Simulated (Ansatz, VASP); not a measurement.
HgTe in VASP and in Ansatz

INCAR

```
  AGGAC = 1.0
  AGGAX = 1.0
  ALDAC = 0.0
  ALDAX = 1.0
  ALGO = Normal
  EDIFF = 1E-6
  ENCUT = 500
  GGA = B5
  GGA_COMPAT = False
  ISIF = 2
  ISMEAR = -1
  LASPH = True
  LCHARG = False
  LREAL = False
  LWAVE = False
  NBANDS = 16
  NELM = 120
  PREC = Accurate
  SIGMA = 0.1
```

The input KPOINTS:

```
k-points
0
Gamma
  6 6 6
```

File POSCAR:

```
HgTe
1.0
   -3.0456030000      3.0456030000      1.5594100000
    3.0456030000     -3.0456030000      1.5594100000
    3.0456030000      3.0456030000     -1.5594100000
Hg Te
1 1
Direct
    0.2500000000      0.7500000000      0.5000000000
    0.0000000000      0.0000000000      0.0000000000
```

Input for Ansatz:

```yaml
crystal:
  lattice:
    - [-3.045603, 3.045603, 1.55941]
    - [3.045603, -3.045603, 1.55941]
    - [3.045603, 3.045603, -1.55941]
  atoms:
    - { symbol: Hg, position: [0.25, 0.75, 0.5] }
    - { symbol: Te, position: [0.0, 0.0, 0.0] }
kpoints:
  mp_grid:
    grid: [6, 6, 6]
    shift: [0.0, 0.0, 0.0]
hamiltonian:
  xc: blyp
  pseudopotentials:
    kind: paw
scf:
  convergence:
    dr2_threshold: 1.0e-09
  occupations:
    method: fermi_dirac
    width: 0.1
output:
  forces: true
  stress: true
```

Alike in both runs: task single point; functional BLYP; k mesh 6 × 6 × 6; occupations fermi-dirac, width 0.1 eV; no spin polarisation.

|  | VASP | Ansatz |
| --- | --- | --- |
| version | VASP 6.6.1 | Ansatz 0.2.0 |
| potentials or method | VASP PAW PBE potentials, release 64 (Hg, Te) | plane waves, PAW |
| plane-wave cutoff (eV) | 500 | 420 |
| valence electrons in the cell | 18 | 36 |

|  | VASP | Ansatz | Ansatz less VASP |
| --- | --- | --- | --- |
| pressure (GPa) | 4.9 | 4.7 | -0.26 |

VASP's potentials were made for PBE, not for BLYP. The functional is the same, so the differences come from potentials, cutoffs and numerics. VASP's potentials hold 18 valence electrons a cell and Ansatz's 36, so a difference there can come from the potentials and not from the codes. Ansatz's warnings: stress scf threshold loose.

The k mesh is coarse, so the values compare programs but aren't converged. Spin-orbit coupling is off throughout.
